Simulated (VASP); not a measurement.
SnSe:

```
Sn Se
1.0
     0.00000    2.96932    2.96932
     2.96932    0.00000    2.96932
     2.96932    2.96932    0.00000
Sn Se
1 1
Direct
  0.00000 0.00000 0.00000
  0.50000 0.50000 0.50000
```

Base run:

* Program: VASP 6.6.1
* Functional: PBEsol
* Potentials or basis: VASP PAW PBE potentials, release 64 (Sn_d, Se)
* Cutoff: 520 eV
* k mesh: 8 × 8 × 8
* Occupations: fermi-dirac, width 0.05 eV
* Spin: no spin polarisation

Its results: band gap on the k mesh 0.75 eV, indirect (least direct gap 0.84 eV); pressure 0.2 GPa.

Task: After a change of settings the same cell gave: band gap on the k mesh 0.57 eV, direct; pressure 13.5 GPa. Which change was it?
A. functional from PBEsol to LDA; potentials or basis from VASP PAW PBE potentials, release 64 (Sn_d, Se) to VASP PAW LDA potentials, release 64 (Sn_d, Se)
B. functional from PBEsol to r2SCAN; dispersion from none to D4
C. functional from PBEsol to PBE exchange alone
D. functional from PBEsol to r2SCAN; further incar settings from ALGO = Normal; EDIFF = 1e-07; NBANDS = 17 to ALGO = Normal; EDIFF = 1e-06; NBANDS = 17

Result: C.

Caveats: spin-orbit coupling is left out, which moves the levels of the heavy elements; the PAW data sets were made with another functional, which shifts forces and pressure a little (some runs).
